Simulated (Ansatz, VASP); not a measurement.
CaF2: VASP beside Ansatz

INCAR

```
PREC = Accurate ; ENCUT = 600
EDIFF = 1E-6 ; ISMEAR = 0
SIGMA = 0.01 ; LREAL = False
LASPH = True ; NELM = 120
ALGO = Normal ; ISIF = 2
LWAVE = False ; LCHARG = False
GGA = CA ; NBANDS = 19
GGA_COMPAT = False
```

The input KPOINTS:

```
regular mesh
0
Gamma
  6 6 6
```

Contents of POSCAR:

```
CaF2
1.0
    0.0000000000      2.6815592374      2.6815592374
    2.6815592374      0.0000000000      2.6815592374
    2.6815592374      2.6815592374      0.0000000000
Ca F
1 2
Direct
    0.0000000000      0.0000000000      0.0000000000
    0.2500000000      0.2500000000      0.2500000000
    0.7500000000      0.7500000000      0.7500000000
```

Input for Ansatz:

```yaml
crystal:
  lattice:
    - [0.0, 2.681559237364377, 2.681559237364377]
    - [2.681559237364377, 0.0, 2.681559237364377]
    - [2.681559237364377, 2.681559237364377, 0.0]
  atoms:
    - { symbol: Ca, position: [0.0, 0.0, 0.0] }
    - { symbol: F, position: [0.25, 0.25, 0.25] }
    - { symbol: F, position: [0.75, 0.75, 0.75] }
basis:
  ecutwfc: 517.016338673772
kpoints:
  mp_grid:
    grid: [6, 6, 6]
hamiltonian:
  xc: lda
  pseudopotentials:
    kind: paw
scf:
  occupations:
    method: fixed
output:
  stress: true
```

Alike in both runs: task single point; functional LDA; k mesh 6 × 6 × 6; no spin polarisation.

|  | VASP | Ansatz |
| --- | --- | --- |
| version | VASP 6.6.1 | Ansatz 0.2.0 |
| potentials or method | VASP PAW LDA potentials, release 64 (Ca_sv, F), cutoff 600 eV | plane waves, PAW |
| occupations | gaussian, width 0.01 eV | fixed |
| valence electrons in the cell | 24 | 24 |

Ansatz gave:

* pressure (GPa): -2.0

**Question.** What did VASP give for the same quantities?

**Answer.** Pressure (GPa): -1.6.

LDA's correlation is that of Perdew and Zunger in VASP and of Perdew and Wang (1992) in Ansatz.
